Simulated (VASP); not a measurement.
# MoS2 in VASP: relaxation of the atoms with PBE+D3(BJ)

Aim: the relaxation of the atoms of MoS2 with PBE+D3(BJ).

All numbers are computed with VASP 6.6.1; they aren't measurements. Logs are shortened: lines on timing, memory, paths and dates and some standing lists are left out, and cuts for length are marked.

### 1 The cell of the first run

The cell holds a slab with vacuum, 12 atoms: a = 6.306 Å, b = 6.306 Å, c = 19.127 Å, α = 90.00°, β = 90.00°, γ = 120.00°.

### 2 Relaxation of the atoms, PBE+D3(BJ)

Input file INCAR:

```
SYSTEM = MoS2
ALGO = Normal
DIPOL = 0.5 0.5 0.500
EDIFF = 1E-6
EDIFFG = -0.03
ENCUT = 520
GGA = PE
IBRION = 2
IDIPOL = 3
ISIF = 2
ISMEAR = 0
IVDW = 12
KPAR = 2
LASPH = .True.
LCHARG = .False.
LDIPOL = .True.
LREAL = .False.
LWAVE = .False.
NCORE = 2
NELM = 60
NSW = 90
PREC = Accurate
SIGMA = 0.05
```

Input file KPOINTS:

```
k-points
0
Gamma
  3 3 1
  0 0 0
```

Input file POSCAR:

```
MoS2
1.0
    6.3058975174      0.0000000000      0.0000000000
   -3.1529487587      5.4610674438      0.0000000000
    0.0000000000      0.0000000000     19.1272323976
S Mo
8 4
Selective dynamics
Direct
    0.6666666667      0.3333333333      0.4182518325  F F F
    0.6666666667      0.8333333333      0.4182518325  F F F
    0.1666666667      0.3333333333      0.4182518325  F F F
    0.1666666667      0.8333333333      0.4182518325  F F F
    0.6666666667      0.3333333333      0.5817481675  T T T
    0.6666666667      0.8333333333      0.5817481675  T T T
    0.1666666667      0.3333333333      0.5817481675  T T T
    0.1666666667      0.8333333333      0.5817481675  T T T
    0.3333333333      0.1666666667      0.5000400418  T T T
    0.3333333333      0.6666666667      0.5000400418  T T T
    0.8333333333      0.1666666667      0.5000400418  T T T
    0.8333333333      0.6666666667      0.5000400418  T T T
```

Potentials or basis: VASP PAW PBE potentials, release 64 (S, Mo_sv).

Run with:

```console
$ cat potpaw_PBE.64/S/POTCAR potpaw_PBE.64/Mo_sv/POTCAR > POTCAR
$ mpirun -np 4 vasp_std > vasp.out
```

OUTCAR:

```text
SYSTEM = MoS2
   EDIFF = 1E-6
   EDIFFG = -0.03
   ENCUT = 520
   GGA = PE
   IBRION = 2
   ISIF = 2
   ISMEAR = 0
   IVDW = 12
   LASPH = .True.
   LREAL = .False.
   NELM = 60
   NSW = 90
   PREC = Accurate
 IVDW          = 12

 ion  position               nearest neighbor table
   1  0.667  0.333  0.418-  11 2.40   9 2.40  12 2.40
   2  0.667  0.833  0.418-  12 2.40  10 2.40  11 2.40
   3  0.167  0.333  0.418-   9 2.40  11 2.40  10 2.40
   4  0.167  0.833  0.418-  10 2.40  12 2.40   9 2.40
   5  0.667  0.333  0.582-  11 2.40   9 2.40  12 2.40
   6  0.667  0.833  0.582-  12 2.40  10 2.40  11 2.40
   7  0.167  0.333  0.582-   9 2.40  11 2.40  10 2.40
   8  0.167  0.833  0.582-  10 2.40  12 2.40   9 2.40
   9  0.333  0.167  0.500-   7 2.40   5 2.40   8 2.40   3 2.40   1 2.40   4 2.40  11 3.15  11 3.15
                            12 3.15  10 3.15  10 3.15  12 3.15
  10  0.333  0.667  0.500-   8 2.40   6 2.40   7 2.40   4 2.40   2 2.40   3 2.40  12 3.15  12 3.15
                             9 3.15   9 3.15  11 3.15  11 3.15
  11  0.833  0.167  0.500-   5 2.40   7 2.40   6 2.40   1 2.40   3 2.40   2 2.40   9 3.15   9 3.15
                            12 3.15  12 3.15  10 3.15  10 3.15
  12  0.833  0.667  0.500-   6 2.40   8 2.40   5 2.40   2 2.40   4 2.40   1 2.40  10 3.15  10 3.15
                            11 3.15  11 3.15   9 3.15   9 3.15
[... 5 lines left out ...]
  Lattice vectors:

 A1 = (   6.3058975174,   0.0000000000,   0.0000000000)
 A2 = (  -3.1529487587,   5.4610674438,   0.0000000000)
 A3 = (   0.0000000000,   0.0000000000,  19.1272323976)

Analysis of symmetry for initial positions (statically):
=====================================================================
 Subroutine PRICEL returns following result:

  LATTYP: Found a hexagonal cell.
 ALAT       =     3.1529487587
 C/A-ratio  =     6.0664583732

  Lattice vectors:

 A1 = (   3.1529487587,   0.0000000000,   0.0000000000)
 A2 = (  -1.5764743794,   2.7305337219,   0.0000000000)
 A3 = (   0.0000000000,   0.0000000000,  19.1272323976)

   4 primitive cells build up your supercell.

 Routine SETGRP: Setting up the symmetry group for a
 hexagonal supercell.

 Subroutine GETGRP returns: Found  6 space group operations
 (whereof  6 operations were pure point group operations)
 out of a pool of 24 trial point group operations.

The static configuration has the point symmetry C_3v.

Analysis of symmetry for dynamics (positions and initial velocities):
=====================================================================
 Subroutine PRICEL returns following result:

  LATTYP: Found a hexagonal cell.
 ALAT       =     3.1529487587
 C/A-ratio  =     6.0664583732

  Lattice vectors:

 A1 = (   3.1529487587,   0.0000000000,   0.0000000000)
 A2 = (  -1.5764743794,   2.7305337219,   0.0000000000)
 A3 = (   0.0000000000,   0.0000000000,  19.1272323976)

   4 primitive cells build up your supercell.

 Routine SETGRP: Setting up the symmetry group for a
 hexagonal supercell.

 Subroutine GETGRP returns: Found  6 space group operations
 (whereof  6 operations were pure point group operations)
 out of a pool of 24 trial point group operations.

The dynamic configuration has the point symmetry C_3v.

Analysis of constrained symmetry for selective dynamics:
=====================================================================
 Subroutine PRICEL returns following result:

  LATTYP: Found a hexagonal cell.
 ALAT       =     3.1529487587
 C/A-ratio  =     6.0664583732

  Lattice vectors:

 A1 = (   3.1529487587,   0.0000000000,   0.0000000000)
 A2 = (  -1.5764743794,   2.7305337219,   0.0000000000)
 A3 = (   0.0000000000,   0.0000000000,  19.1272323976)

   4 primitive cells build up your supercell.

 Routine SETGRP: Setting up the symmetry group for a
 hexagonal supercell.

 Subroutine GETGRP returns: Found  6 space group operations
 (whereof  6 operations were pure point group operations)
 out of a pool of 24 trial point group operations.

The constrained configuration has the point symmetry C_3v.

 Subroutine INISYM returns: Found  6 space group operations
 (whereof  6 operations are pure point group operations),
 and found     4 'primitive' translations

----------------------------------------------------------------------------------------

                                     Primitive cell

  volume of cell :     164.6708

  direct lattice vectors                    reciprocal lattice vectors
     3.152948759  0.000000000  0.000000000     0.317163416  0.183114384  0.000000000
    -1.576474379  2.730533722  0.000000000     0.000000000  0.366228768  0.000000000
     0.000000000  0.000000000 19.127232398     0.000000000  0.000000000  0.052281479

  length of vectors
     3.152948759  3.152948759 19.127232398     0.366228768  0.366228768  0.052281479

  position of ions in fractional coordinates (direct lattice)
     0.333333333  0.666666667  0.418251832
     0.333333333  0.666666667  0.581748168
     0.666666667  0.333333333  0.500040042

  ion indices of the primitive-cell ions
   primitive index   ion index
                 1           1
                 2           5
                 3          11

----------------------------------------------------------------------------------------

 KPOINTS: k-points

Automatic generation of k-mesh.
 Grid dimensions read from file:
 generate k-points for:    3    3    1

 Generating k-lattice:

  Cartesian coordinates                     Fractional coordinates (reciprocal lattice)
     0.052860569  0.030519064  0.000000000     0.333333333  0.000000000  0.000000000
     0.000000000  0.061038128  0.000000000     0.000000000  0.333333333  0.000000000
     0.000000000  0.000000000  0.052281479     0.000000000  0.000000000  1.000000000

  Length of vectors
     0.061038128  0.061038128  0.052281479

  Shift w.r.t. Gamma in fractional coordinates (k-lattice)
     0.000000000  0.000000000  0.000000000

 Subroutine IBZKPT returns following result:
 ===========================================

 Found      3 irreducible k-points:

 Following reciprocal coordinates:
            Coordinates               Weight
  0.000000  0.000000  0.000000      1.000000
  0.333333  0.000000  0.000000      6.000000
  0.333333  0.333333  0.000000      2.000000
   k-points           NKPTS =      3   k-points in BZ     NKDIM =      3   number of bands    NBANDS=     62
   number of dos      NEDOS =    301   number of ions     NIONS =     12
   total plane-waves  NPLWV = 331776
   dimension x,y,z NGX =    48 NGY =   48 NGZ =  144
   dimension x,y,z NGXF=    96 NGYF=   96 NGZF=  288
   ions per type =               8   4
   NGX,Y,Z   is equivalent  to a cutoff of  12.65, 12.65, 12.52 a.u.
   NGXF,Y,Z  is equivalent  to a cutoff of  25.31, 25.31, 25.03 a.u.
 SYSTEM =  MoS2
   PREC   = accura    normal or accurate (medium, high low for compatibility)
   ISTART =      0    job   : 0-new  1-cont  2-samecut
   ICHARG =      2    charge: 1-file 2-atom 10-const
   ISPIN  =      1    spin polarized calculation?
   LNONCOLLINEAR =      F non collinear calculations
   LSORBIT =      F    spin-orbit coupling
   LASPH  =      T    aspherical Exc in radial PAW
   ENCUT  =  520.0 eV  38.22 Ry    6.18 a.u.  11.72 11.72 35.56*2*pi/ulx,y,z
   NELM   =     60;   NELMIN=  2; NELMDL= -5     # of ELM steps
   EDIFF  = 0.1E-05   stopping-criterion for ELM
   LREAL  =      F    real-space projection
   EDIFFG = -.3E-01   stopping-criterion for IOM
   NSW    =     90    number of steps for IOM
   IBRION =      2    ionic relax: 0-MD 1-quasi-New 2-CG
   NFREE  =      1    steps in history (QN), initial steepest desc. (CG)
   ISIF   =      2    stress and relaxation
   ISYM   =      2    0-nonsym 1-usesym 2-fastsym
   POTIM  = 0.5000    time-step for ionic-motion
   TEBEG  =    0.0;   TEEND  =   0.0 temperature during run
   PSTRESS=    0.0 pullay stress
   NELECT =     104.0000    total number of electrons
   NUPDOWN=      -1.0000    fix difference up-down
   EMIN   =  10.00;   EMAX   =-10.00  energy-range for DOS
   EFERMI =   0.00;   METHOD = LEGACY
   ISMEAR =     0;   SIGMA  =   0.05  broadening in eV -4-tet -1-fermi 0-gaus
   EFERMI_NEDOS =   21; number of points for ismear=-14 and -15
   IALGO  =     38    algorithm
   IMIX   =      4    mixing-type and parameters
     AMIX     =   0.40;   BMIX     =  1.00
     AMIX_MAG =   1.60;   BMIX_MAG =  1.00
  volume/ion in A,a.u.               =      54.89       370.42
  Fermi-wavevector in a.u.,A,eV,Ry     =   0.884831  1.672088 10.652358  0.782926
  Thomas-Fermi vector in A             =   2.005784
   LORBIT       =      0    0 simple, 1 ext, 2 COOP (PROOUT), +10 PAW based schemes
   GGA     = PE    functional components
   LHFCALC =     F    Hartree Fock is set to
   AEXX    =    0.0000 exact exchange contribution
   IVDW    =    12    specifies the selected vdW correction
   LEPSILON=     F    determine dielectric tensor
   LRPA    =     F    only Hartree local field effects (RPA)
 conjugate gradient relaxation of ions
 non-spin polarized calculation
 Gauss-broadening in eV      SIGMA  =   0.05
  energy-cutoff  :      520.00
  volume of cell :      658.68
 maximum number of plane-waves:     17813
 NGX is ok and might be reduce to    48
   NGX = 23   NGY = 23   NGZ = 71

--------------------------------------- Ionic step        1  -------------------------------------------

 number of electron     104.0000002 magnetization

 Free energy of the ion-electron system (eV)
  ---------------------------------------------------
  ext. energy  EPLUGINS =         0.00000000
  ---------------------------------------------------
  free energy    TOTEN  =       -87.36372039 eV

  energy without entropy =      -87.36372039  energy(sigma->0) =      -87.36372039

------------------------ aborting loop because EDIFF is reached ----------------------------------------

 Edisp (eV)   -3.84100

 E8    (eV) :    -1.6605

  FORCE on cell =-STRESS in cart. coord.  units (eV):
  Direction    XX          YY          ZZ          XY          YZ          ZX
  --------------------------------------------------------------------------------------
  -------------------------------------------------------------------------------------
  Total       0.30006     0.30006     0.76330     0.00000    -0.00000     0.00000
  in kB       0.72986     0.72986     1.85665     0.00000    -0.00000     0.00000
  external pressure =        1.11 kB  Pullay stress =        0.00 kB
[... 127 lines left out ...]
  FREE ENERGIE OF THE ION-ELECTRON SYSTEM (eV)
  ---------------------------------------------------
  free  energy   TOTEN  =       -91.2052765788 eV

  energy  without entropy=      -91.2052765788  energy(sigma->0) =      -91.20527658

 dipolmoment           0.000000      0.000000      0.000127 electrons x Angstroem

--------------------------------------- Ionic step        4  -------------------------------------------

 number of electron     104.0000002 magnetization

 dipolmoment           0.000000      0.000000     -0.000092 electrons x Angstroem

 Free energy of the ion-electron system (eV)
  ---------------------------------------------------
  ext. energy  EPLUGINS =         0.00000000
  ---------------------------------------------------
  free energy    TOTEN  =       -87.36687006 eV

  energy without entropy =      -87.36687006  energy(sigma->0) =      -87.36687006

 E-fermi :  -1.4625     XC(G=0):  -4.0346

 val. band max:       -1.7555450192   @ k =   0.3333   0.3333   0.0000
 cond. band min:       0.0254989954   @ k =   0.3333   0.3333   0.0000
 fundamental gap:      1.7810440146
 Fermi energy:        -1.4624644195

 k-point     1 :       0.0000    0.0000    0.0000
  band No.  band energies     occupation
      1     -62.5881      2.00000
      2     -62.5457      2.00000
      3     -62.5457      2.00000
      4     -62.5457      2.00000
      5     -36.9163      2.00000
      6     -36.9163      2.00000
[... 184 lines left out ...]
     61       0.9828      0.00000
     62       0.9828      0.00000

------------------------ aborting loop because EDIFF is reached ----------------------------------------

 vacuum level on the upper side and lower side of the slab       (xc-potential included)        -0.076        -0.019

 Edisp (eV)   -3.83880

 E8    (eV) :    -1.6595

  FORCE on cell =-STRESS in cart. coord.  units (eV):
  Direction    XX          YY          ZZ          XY          YZ          ZX
  --------------------------------------------------------------------------------------
  -------------------------------------------------------------------------------------
  Total       0.08580     0.08580     0.14290     0.00000    -0.00000     0.00000
  in kB       0.20870     0.20870     0.34759     0.00000    -0.00000     0.00000
  external pressure =        0.25 kB  Pullay stress =        0.00 kB
[... 27 lines left out ...]
  FREE ENERGIE OF THE ION-ELECTRON SYSTEM (eV)
  ---------------------------------------------------
  free  energy   TOTEN  =       -91.2056722398 eV

  energy  without entropy=      -91.2056722398  energy(sigma->0) =      -91.20567224

 reached required accuracy - stopping structural energy minimisation

 vacuum level on the upper side and lower side of the slab         4.075         4.130
```

Run time: 5.5 min. Hardware: 4 MPI ranks of Oxide Virtual Turin-like, shared host; peak memory 0.48 GiB.

Results:

```yaml
Free_energy: -91.2057 eV
Energy_gained_by_relaxing: 0.1 meV/atom
Ionic_steps: 4
Band_gap_on_the_k_mesh: 1.78 eV
Dispersion_energy_per_atom: -0.320 eV
```

Step by step:
```
step  energy change (eV)  largest force on free atoms (eV/Å)  pressure (GPa)
   1              0.0000                              0.0828            0.11
   2             -0.0005                              0.0735            0.05
   3             -0.0006                              0.0512            0.06
   4             -0.0009                              0.0243            0.03
```

Final structure:
```yaml
crystal:
  lattice:
    - [6.30590, 0.00000, 0.00000]
    - [-3.15295, 5.46107, 0.00000]
    - [0.00000, 0.00000, 19.12723]
  atoms:
    - { symbol: S, position: [0.66667, 0.33333, 0.41825] }
    - { symbol: S, position: [0.66667, 0.83333, 0.41825] }
    - { symbol: S, position: [0.16667, 0.33333, 0.41825] }
    - { symbol: S, position: [0.16667, 0.83333, 0.41825] }
    - { symbol: S, position: [0.66667, 0.33333, 0.58202] }
    - { symbol: S, position: [0.66667, 0.83333, 0.58202] }
    - { symbol: S, position: [0.16667, 0.33333, 0.58202] }
    - { symbol: S, position: [0.16667, 0.83333, 0.58202] }
    - { symbol: Mo, position: [0.33333, 0.16667, 0.50010] }
    - { symbol: Mo, position: [0.33333, 0.66667, 0.50010] }
    - { symbol: Mo, position: [0.83333, 0.16667, 0.50010] }
    - { symbol: Mo, position: [0.83333, 0.66667, 0.50010] }
```
